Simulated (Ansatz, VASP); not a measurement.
Given: the input of a run of Ansatz 0.2.0 on GaN.

input.yaml

```yaml
crystal:
  lattice:
    - [3.1370217585, 0.0, 0.0]
    - [-1.5685108793, 2.7167405351, 0.0]
    - [0.0, 0.0, 5.0961806304]
  atoms:
    - { symbol: Ga, position: [0.6666666667, 0.3333333333, 0.5] }
    - { symbol: Ga, position: [0.3333333333, 0.6666666667, 0.0] }
    - { symbol: "N", position: [0.6666666667, 0.3333333333, 0.875] }
    - { symbol: "N", position: [0.3333333333, 0.6666666667, 0.375] }
hamiltonian:
  xc: r2scan
  pseudopotentials: { kind: paw }
  dispersion: d4
kpoints:
  mp_grid: { grid: [10, 10, 5] }
scf:
  occupations: { method: fermi_dirac, width: 0.05 }
output:
  forces: true
  stress: true
  eigenvalues: true
```

Potentials or basis: Ansatz PAW.

Command:

```console
$ ansatz run input.yaml --threads 2 --pin off --max-ram 5120MiB --backend cpu --events-out ev --progress --plain --runs-dir out
```

Question: Set up the same calculation for VASP 6.6.1. Potentials there: VASP PAW PBE potentials, release 64 (Ga_d, N_h).

Answer: As run (the cutoff follows the program's own potentials):

Contents of POSCAR:

```
GaN
1.0
    3.1370217585      0.0000000000      0.0000000000
   -1.5685108793      2.7167405351      0.0000000000
    0.0000000000      0.0000000000      5.0961806304
Ga N
2 2
Direct
    0.6666666667      0.3333333333      0.5000000000
    0.3333333333      0.6666666667      0.0000000000
    0.6666666667      0.3333333333      0.8750000000
    0.3333333333      0.6666666667      0.3750000000
```

The input INCAR.step1:

```
ALGO = Normal
EDIFF = 1E-5
ENCUT = 910
GGA = PE
GGA_COMPAT = False
ISMEAR = -1
LASPH = True
LCHARG = False
LREAL = False
LWAVE = True
NBANDS = 26
NELM = 120
PREC = Accurate
SIGMA = 0.05
```

The input INCAR.step2:

```
ALGO = Normal
EDIFF = 1E-6
ENCUT = 910
GGA_COMPAT = False
ISIF = 2
ISMEAR = -1
ISTART = 1
IVDW = 13
LASPH = True
LCHARG = False
LMIXTAU = True
LREAL = False
LWAVE = False
METAGGA = R2SCAN
NBANDS = 26
NELM = 120
PREC = Accurate
SIGMA = 0.05
VDW_A1 = 0.51559235
VDW_A2 = 5.77342911
VDW_S6 = 1.0
VDW_S8 = 0.6018749
```

The input KPOINTS:

```
k-points
0
Gamma
  10 10 5
```

Potentials or basis: VASP PAW PBE potentials, release 64 (Ga_d, N_h).

The run is started by

```console
$ cat potpaw_PBE.64/Ga_d/POTCAR potpaw_PBE.64/N_h/POTCAR > POTCAR
$ cp INCAR.step1 INCAR
$ mpirun -np 1 vasp_std > vasp.out
$ cp INCAR.step2 INCAR
$ mpirun -np 1 vasp_std > vasp.out
```

Both were run:

|  | VASP | Ansatz | Ansatz less VASP |
| --- | --- | --- | --- |
| gap on the k mesh at the Fermi level (eV) | 2.66 | 2.67 | +0.012 |
| least direct gap on the mesh (eV) | 2.66 | 2.67 | +0.012 |
| rms of the force components (eV/Å) | 0.091 | 0.089 | -0.0018 |

VASP's potentials were made for PBE, not for r2SCAN. Atom by atom the forces differ by 0.002 eV/Å (rms over components).

Noted on VASP's run: the cutoff is short for stress, so the pressure is rough. Noted on Ansatz's run: odd divisions of the mesh miss points on the zone boundary, where band edges often lie, so the gap on the mesh can be too wide.
